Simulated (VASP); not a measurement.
Runs of VASP 6.6.1 on LiBr (rocksalt type). The structure is that of space group Fm-3m (No. 225), or close to it. The cells are those of the table. 

| task | cell | cutoff (eV) | gap on the mesh (eV) | pressure (GPa) |
| --- | --- | --- | --- | --- |
| electric field gradients | a = 3.896 Å, angles 60.0°, 2 atoms | 650 | (b) | -0.1 |
| single point | a = 3.843 Å, angles 60.0°, 2 atoms | 750 | 5.10 | 1.1 |
| electric field gradients | a = 3.870 Å, angles 60.0°, 2 atoms | 650 | 5.01 | 0.5 |
| single point | a = 3.870 Å, angles 60.0°, 2 atoms | 750 | (a) | 0.5 |

Alike in all rows: level PBE; potentials or basis VASP PAW PBE potentials, release 64 (Li_sv, Br); no spin polarisation; k mesh 12 × 12 × 12; smearing fermi-dirac 0.08 eV.

Q: Estimate the missing entries.

A: (a) 5.00; (b) 4.92.

A k mesh can miss the band edges, and the runs leave out spin-orbit coupling on Br.
